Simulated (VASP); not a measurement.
# SnTe (Fm-3m) in VASP: a series of runs

Aim: see how the results for SnTe move with the level of theory and the settings. Levels: r2SCAN, PBE. Tasks: single point.

All numbers are computed with VASP 6.6.1; they aren't measurements. Logs are shortened: lines on timing, memory, paths and dates and some standing lists are left out, and cuts for length are marked.

## 1. The cell of the first run

The structure is cubic, space group Fm-3m (No. 225). The conventional cell has a = 6.379 Å, b = 6.379 Å, c = 6.379 Å, α = 90.00°, β = 90.00°, γ = 90.00°. Sn (site symmetry m-3m) has 6 Te at 3.19 Å within 4.2 Å. Within 4.2 Å of Te (site symmetry m-3m) lie 6 Sn at 3.19 Å.

## 2. Single point, r2SCAN

POSCAR reads:

```
SnTe
1.0
    0.0000000000      3.1893301411      3.1893301411
    3.1893301411      0.0000000000      3.1893301411
    3.1893301411      3.1893301411      0.0000000000
Sn Te
1 1
Direct
    0.0000000000      0.0000000000      0.0000000000
    0.5000000000      0.5000000000      0.5000000000
```

INCAR.step1 reads:

```
PREC = Accurate ; ENCUT = 550
ISMEAR = -1 ; SIGMA = 0.02
LREAL = F ; LASPH = T
NELM = 120 ; NBANDS = 17
GGA = PE ; ALGO = Normal
EDIFF = 1E-5 ; LWAVE = T
LCHARG = F ; GGA_COMPAT = F
```

INCAR.step2 reads:

```
PREC = Accurate ; ENCUT = 550
EDIFF = 1E-6 ; ISMEAR = -1
SIGMA = 0.02 ; LREAL = F
LASPH = T ; NELM = 120
ALGO = Normal ; ISIF = 2
LWAVE = F ; LCHARG = F
METAGGA = R2SCAN ; LMIXTAU = T
NBANDS = 17 ; ISTART = 1
GGA_COMPAT = F
```

KPOINTS reads:

```
regular mesh
0
Gamma
  4 4 4
```

Potentials or basis: VASP PAW PBE potentials, release 64 (Sn_d, Te).

Command:

```
cat potpaw_PBE.64/Sn_d/POTCAR potpaw_PBE.64/Te/POTCAR > POTCAR
cp INCAR.step1 INCAR
mpirun -np 1 vasp_std > vasp.out
cp INCAR.step2 INCAR
mpirun -np 1 vasp_std > vasp.out
```

OUTCAR:

```text
PREC = Accurate
   ENCUT = 550
   EDIFF = 1E-6
   ISMEAR = -1
   LREAL = F
   LASPH = T
   NELM = 120
   ISIF = 2
   METAGGA = R2SCAN
   ISTART = 1

 ion  position               nearest neighbor table
   1  0.000  0.000  0.000-   2 3.19   2 3.19   2 3.19   2 3.19   2 3.19   2 3.19
   2  0.500  0.500  0.500-   1 3.19   1 3.19   1 3.19   1 3.19   1 3.19   1 3.19

  LATTYP: Found a face centered cubic cell.
 ALAT       =     6.3786602822

  Lattice vectors:

 A1 = (   0.0000000000,   3.1893301411,   3.1893301411)
 A2 = (   3.1893301411,   0.0000000000,   3.1893301411)
 A3 = (   3.1893301411,   3.1893301411,   0.0000000000)

Analysis of symmetry for initial positions (statically):
=====================================================================
 Subroutine PRICEL returns:
 Original cell was already a primitive cell.

 Routine SETGRP: Setting up the symmetry group for a
 face centered cubic supercell.

 Subroutine GETGRP returns: Found 48 space group operations
 (whereof 48 operations were pure point group operations)
 out of a pool of 48 trial point group operations.

The static configuration has the point symmetry O_h .

Analysis of symmetry for dynamics (positions and initial velocities):
=====================================================================
 Subroutine PRICEL returns:
 Original cell was already a primitive cell.

 Routine SETGRP: Setting up the symmetry group for a
 face centered cubic supercell.

 Subroutine GETGRP returns: Found 48 space group operations
 (whereof 48 operations were pure point group operations)
 out of a pool of 48 trial point group operations.

The dynamic configuration has the point symmetry O_h .

 Subroutine INISYM returns: Found 48 space group operations
 (whereof 48 operations are pure point group operations),
 and found     1 'primitive' translations

----------------------------------------------------------------------------------------

                                     Primitive cell

  volume of cell :      64.8826

  direct lattice vectors                    reciprocal lattice vectors
     0.000000000  3.189330141  3.189330141    -0.156772732  0.156772732  0.156772732
     3.189330141  0.000000000  3.189330141     0.156772732 -0.156772732  0.156772732
     3.189330141  3.189330141  0.000000000     0.156772732  0.156772732 -0.156772732

  length of vectors
     4.510393940  4.510393940  4.510393940     0.271538337  0.271538337  0.271538337

  position of ions in fractional coordinates (direct lattice)
     0.000000000  0.000000000  0.000000000
     0.500000000  0.500000000  0.500000000

  ion indices of the primitive-cell ions
[... 58 lines left out ...]
   EDIFF  = 0.1E-05   stopping-criterion for ELM
   LREAL  =      F    real-space projection
   EDIFFG = 0.1E-04   stopping-criterion for IOM
   NSW    =      0    number of steps for IOM
   IBRION =     -1    ionic relax: 0-MD 1-quasi-New 2-CG
   NFREE  =      0    steps in history (QN), initial steepest desc. (CG)
   ISIF   =      2    stress and relaxation
   ISYM   =      2    0-nonsym 1-usesym 2-fastsym
   POTIM  = 0.5000    time-step for ionic-motion
   TEBEG  =    0.0;   TEEND  =   0.0 temperature during run
   PSTRESS=    0.0 pullay stress
   NELECT =      20.0000    total number of electrons
   NUPDOWN=      -1.0000    fix difference up-down
   EMIN   =  10.00;   EMAX   =-10.00  energy-range for DOS
   EFERMI =   0.00;   METHOD = LEGACY
   ISMEAR =    -1;   SIGMA  =   0.02  broadening in eV -4-tet -1-fermi 0-gaus
   EFERMI_NEDOS =   21; number of points for ismear=-14 and -15
   IALGO  =     38    algorithm
   IMIX   =      4    mixing-type and parameters
     AMIX     =   0.40;   BMIX     =  1.00
     AMIX_MAG =   1.60;   BMIX_MAG =  1.00
  volume/ion in A,a.u.               =      32.44       218.92
  Fermi-wavevector in a.u.,A,eV,Ry     =   1.105882  2.089813 16.639577  1.222974
  Thomas-Fermi vector in A             =   2.242375
   LORBIT       =      0    0 simple, 1 ext, 2 COOP (PROOUT), +10 PAW based schemes
   METAGGA = R2SCAN    functional components
   LHFCALC =     F    Hartree Fock is set to
   AEXX    =    0.0000 exact exchange contribution
   IVDW    =     0    specifies the selected vdW correction
   LEPSILON=     F    determine dielectric tensor
   LRPA    =     F    only Hartree local field effects (RPA)
 non-spin polarized calculation
  energy-cutoff  :      550.00
  volume of cell :       64.88
 maximum number of plane-waves:      1924
 NGX is ok and might be reduce to    36
   NGX = 17   NGY = 17   NGZ = 17

 number of electron      20.0000002 magnetization

 Free energy of the ion-electron system (eV)
  ---------------------------------------------------
  ext. energy  EPLUGINS =         0.00000000
  ---------------------------------------------------
  free energy    TOTEN  =       -50.66972550 eV

  energy without entropy =      -50.66912924  energy(sigma->0) =      -50.66942737

 E-fermi :   6.6241     XC(G=0):  -9.8964

 val. band max:        6.5513458442   @ k =   0.5000   0.0000   0.0000
 cond. band min:       6.6968542256   @ k =   0.5000   0.0000   0.0000
 fundamental gap:      0.1455083814
 Fermi energy:         6.6240990580

 k-point     1 :       0.0000    0.0000    0.0000
  band No.  band energies     occupation
      1     -16.1987      2.00000
      2     -16.1987      2.00000
      3     -16.1897      2.00000
      4     -16.1897      2.00000
      5     -16.1897      2.00000
      6      -6.6600      2.00000
[... 137 lines left out ...]
      4     -16.1867      2.00000
      5     -16.1801      2.00000
      6      -5.0089      2.00000
[... 9 lines left out ...]
     16      17.2070      0.00000
     17      17.7313      0.00000

------------------------ aborting loop because EDIFF is reached ----------------------------------------

  FORCE on cell =-STRESS in cart. coord.  units (eV):
  Direction    XX          YY          ZZ          XY          YZ          ZX
  --------------------------------------------------------------------------------------
  -------------------------------------------------------------------------------------
  Total        0.0176006      0.0176006      0.0176006     -0.0000000     -0.0000000      0.0000000
  in kB        0.4346207      0.4346207      0.4346207     -0.0000000     -0.0000000      0.0000000
  external PRESSURE =       0.4346207 kB  Pullay stress =       0.0000000 kB

 VOLUME and BASIS-vectors are now :
 -----------------------------------------------------------------------------
  energy-cutoff  :      550.00
  volume of cell :       64.88
      direct lattice vectors                 reciprocal lattice vectors
     0.000000000  3.189330141  3.189330141    -0.156772732  0.156772732  0.156772732
     3.189330141  0.000000000  3.189330141     0.156772732 -0.156772732  0.156772732
     3.189330141  3.189330141  0.000000000     0.156772732  0.156772732 -0.156772732

 POSITION                                       TOTAL-FORCE (eV/Angst)
 -----------------------------------------------------------------------------------
      0.00000      0.00000      0.00000         0.000000     -0.000000     -0.000000
      3.18933      3.18933      3.18933        -0.000000      0.000000      0.000000
 -----------------------------------------------------------------------------------
    total drift:                               -0.000000      0.000000      0.000000

  FREE ENERGIE OF THE ION-ELECTRON SYSTEM (eV)
  ---------------------------------------------------
  free  energy   TOTEN  =       -50.6697255029 eV

  energy  without entropy=      -50.6691292352  energy(sigma->0) =      -50.66942737
```

OUTCAR.step1:

```text
PREC = Accurate
   ENCUT = 550
   ISMEAR = -1
   LREAL = F
   LASPH = T
   NELM = 120
[... 360 lines left out ...]
 -----------------------------------------------------------------------------------
      0.00000      0.00000      0.00000        -0.000000      0.000000     -0.000000
      3.18933      3.18933      3.18933         0.000000      0.000000      0.000000
 -----------------------------------------------------------------------------------
    total drift:                               -0.000000      0.000000      0.000000

  FREE ENERGIE OF THE ION-ELECTRON SYSTEM (eV)
  ---------------------------------------------------
  free  energy   TOTEN  =        -7.5562216327 eV

  energy  without entropy=       -7.5528034508  energy(sigma->0) =       -7.55451254
```

It took 1.7 min on 1 thread of Intel Xeon 8259CL, shared host; peak memory 0.22 GiB.

Results:

- Free energy: -50.6697 eV
- Pressure: 0.0 GPa
- Band gap on the k mesh: 0.15 eV, direct

Levels at points of the mesh, in eV from the valence-band top:
```
           k point  band 8  band 9  band 10  band 11  band 12  band 13
(0.00, 0.00, 0.00)   -2.37   -2.37    -2.37     3.36     3.36     3.36
(0.50, 0.00, 0.00)   -2.01   -2.01     0.00     0.15     0.35     0.35
(0.50, 0.50, 0.00)   -5.71   -3.93    -3.93     2.47     4.94     4.94
```

Caveat: the k points lie up to 0.43 Å⁻¹ apart; the PAW data sets were made with another functional, which shifts forces and pressure a little; spin-orbit coupling is left out, which moves the levels of the heavy elements. A k mesh can miss the band edges.

## 3. Single point, PBE, non-collinear spin, zero start, spin-orbit coupling

INCAR reads:

```
SYSTEM = SnTe
ALGO = Normal ; EDIFF = 1E-6
ENCUT = 500 ; GGA = PE
GGA_COMPAT = .False. ; ISIF = 2
ISMEAR = -1 ; LASPH = .True.
LCHARG = .True. ; LORBIT = 11
LORBMOM = .True. ; LREAL = .False.
LSORBIT = .True. ; LVHAR = .True.
LWAVE = .False. ; MAGMOM = 0 0 0 0 0 0
NBANDS = 32 ; NELM = 200
PREC = Accurate ; SIGMA = 0.02
```

KPOINTS reads:

```
k-points
0
Gamma
  4 4 4
  0 0 0
```

POSCAR is that of step 2.

Potentials or basis: VASP PAW PBE potentials, release 64 (Sn_d, Te).

Command:

```
cat potpaw_PBE.64/Sn_d/POTCAR potpaw_PBE.64/Te/POTCAR > POTCAR
mpirun -np 1 vasp_ncl > vasp.out
```

Run time: 1.9 min. Hardware: 1 thread of Intel Xeon 8259CL, shared host; peak memory 0.37 GiB.

The run converged. Its results:

- Free energy: -7.7093 eV
- Pressure: -0.1 GPa
- Net moment: 0.00 μB per cell
- Valence electrons inside the program's atomic spheres: Sn 12.06; Te 3.36

Moments on the atoms (μB; x, y, z):
```
Sn  0.00 0.00 0.00
Te  0.00 0.00 0.00
```

Caveat: the k points lie up to 0.43 Å⁻¹ apart.
